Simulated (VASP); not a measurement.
**CdF2: single point with r2SCAN**

Crystal: CdF2.

```xyz
3
Lattice="0.0000 2.6826 2.6826 2.6826 0.0000 2.6826 2.6826 2.6826 0.0000" Properties=species:S:1:pos:R:3 pbc="T T T"
Cd    0.0000    0.0000    0.0000
F     1.3413    1.3413    1.3413
F     4.0239    4.0239    4.0239
```

```
Program                : VASP 6.6.1
Task                   : single point
Functional             : r2SCAN
Potentials or basis    : VASP PAW PBE potentials, release 64 (Cd_sv_GW, F)
Cutoff                 : 770 eV
k mesh                 : 6 × 6 × 6
Occupations            : gaussian, width 0.01 eV
Spin                   : no spin polarisation
Dipole correction      : no
Further INCAR settings : ALGO = Normal; EDIFF = 1e-06; NBANDS = 24
```

| Quantity | Value |
| --- | --- |
| Pressure | 1.1 GPa |
| Band gap on the k mesh | 3.86 eV (least direct gap 4.34 eV) |

Levels at points of the mesh, in eV from the valence-band top:
```csv
k point,band 13,band 14,band 15,band 16,band 17,band 18,band 19,band 20,band 21,band 22
"(0.00, 0.00, 0.00)",-1.00,-1.00,-0.48,-0.48,-0.48,3.86,13.70,13.70,13.70,18.09
"(0.50, 0.00, 0.00)",-2.32,-1.87,-1.87,-0.38,-0.38,8.14,9.76,15.75,15.75,19.11
"(0.50, 0.50, 0.00)",-3.01,-3.01,-0.53,-0.07,-0.07,9.04,10.67,12.26,15.45,15.45
```

Run time: 93 s on 1 thread of Intel(R) Xeon(R) 6975P-C (Granite Rapids), with other jobs on the host, peak memory 0.22 GiB.

Caveat: the PAW data sets were made with another functional, which shifts forces and pressure a little. r2SCAN opens gaps a little over a GGA but as a rule still falls short of measured ones.
